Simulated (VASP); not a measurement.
NaI:

```
I Na
1.0
     0.00000    3.29987    3.29987
     3.29987    0.00000    3.29987
     3.29987    3.29987    0.00000
I Na
1 1
Cartesian
  3.2999 3.2999 3.2999
  0.0000 0.0000 0.0000
```

Base run:

* Program: VASP 6.6.1
* Functional: PBE
* Potentials or basis: VASP PAW PBE potentials, release 64 (I, Na_pv)
* Cutoff: 520 eV
* k mesh: 7 × 7 × 7
* Occupations: fermi-dirac, width 0.05 eV
* Spin: no spin polarisation

Its results: band gap on the k mesh 3.49 eV, direct; pressure -0.4 GPa.

**Question.** The run is repeated on the same cell with these changes: functional from PBE to PBEsol. What comes out?

**Answer.** Band gap on the k mesh 3.37 eV, direct; pressure -1.2 GPa.

PBEsol binds more tightly than PBE, so the same cell stands under less pressure.

Caveats: spin-orbit coupling is left out, which moves the levels of the heavy elements; the PAW data sets were made with another functional, which shifts forces and pressure a little (some runs).

